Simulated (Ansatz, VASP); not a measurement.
## One calculation of SiC, two programs

```
CELL_PARAMETERS angstrom
0.00000 2.18987 2.18987
2.18987 0.00000 2.18987
2.18987 2.18987 0.00000
ATOMIC_POSITIONS crystal
Si 0.00000 0.00000 0.00000
C 0.25000 0.25000 0.25000
```

Alike in both runs: functional PBE; k mesh 10 × 10 × 10; occupations gaussian, width 0.02 eV; no spin polarisation.

Ansatz relaxed the structure, and its values are those at the end. VASP's run is a single point on that final structure, the one shown.

|  | VASP | Ansatz |
| --- | --- | --- |
| version | VASP 6.6.1 | Ansatz 0.2.0 |
| potentials or method | VASP PAW PBE potentials, release 64 (Si, C), cutoff 600 eV | scalar-relativistic, plane waves, PAW |
| valence electrons in the cell | 8 | 8 |

```tsv
	VASP	Ansatz	Ansatz less VASP
gap on the k mesh at the Fermi level (eV)	1.37	1.37	+0.002
least direct gap on the mesh (eV)	4.53	4.53	+0.003
pressure (GPa)	-0.2	0.0	+0.19
```
